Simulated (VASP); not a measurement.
Set up this calculation in VASP 6.6.1, as the native input.

```
Task                   : relaxation of cell and atoms
Functional             : LDA
Potentials or basis    : VASP PAW LDA potentials, release 64 (Pb_d, S)
Cutoff                 : 600 eV
k mesh                 : 8 × 8 × 6
Occupations            : gaussian, width 0.02 eV
Spin                   : no spin polarisation
Dipole correction      : no
Further INCAR settings : ALGO = Normal; EDIFF = 1e-06; IBRION = 2; EDIFFG = -0.005; NSW = 70; ISIF = 3
```

The structure of PbS lies in POSCAR:

```
PbS
1.0
    2.9614765721     -2.9670407458      0.1816208973
    2.9614765721      2.9670407458      0.1816208973
   -0.3633243756      0.0000000000      5.9243026098
Pb S
2 2
Direct
    0.7499985725      0.7499985725      0.7499492225
    0.2500014275      0.2500014275      0.2500507775
    0.2500053769      0.2500053769      0.7498460568
    0.7499946231      0.7499946231      0.2501539432
```

These files were run (other wordings do the same):

INCAR

```
ALGO = Normal
EDIFF = 1E-6
EDIFFG = -0.005
ENCUT = 600
IBRION = 2
ISIF = 3
ISMEAR = 0
LASPH = True
LCHARG = False
LREAL = False
LWAVE = False
NELM = 60
NSW = 70
PREC = Accurate
SIGMA = 0.02
```

KPOINTS

```
k-points
0
Gamma
  8 8 6
```

Potentials or basis: VASP PAW LDA potentials, release 64 (Pb_d, S).

Run with:

```bash
$ cat potpaw_LDA.64/Pb_d/POTCAR potpaw_LDA.64/S/POTCAR > POTCAR
$ mpirun -np 1 vasp_std > vasp.out
```

Results of the run:

The relaxed volume is 25.02 Å³/atom, the relaxed cell is a = 4.136 Å, b = 4.136 Å, c = 5.850 Å, α = 90.00°, β = 90.00°, γ = 90.00° and the space group after relaxing (to 0.1 Å) is Fm-3m (No. 225). The energy gained by relaxing is 9.1 meV/atom, the ionic steps are 3 and the pressure after relaxing is 0.0 GPa. The band gap on the k mesh is 0.05 eV.

Caveat: spin-orbit coupling is left out, which moves the levels of the heavy elements.

Run time: 7.9 min on 1 thread of Oxide Virtual Turin-like Processor (shared host), peak memory 0.38 GiB.
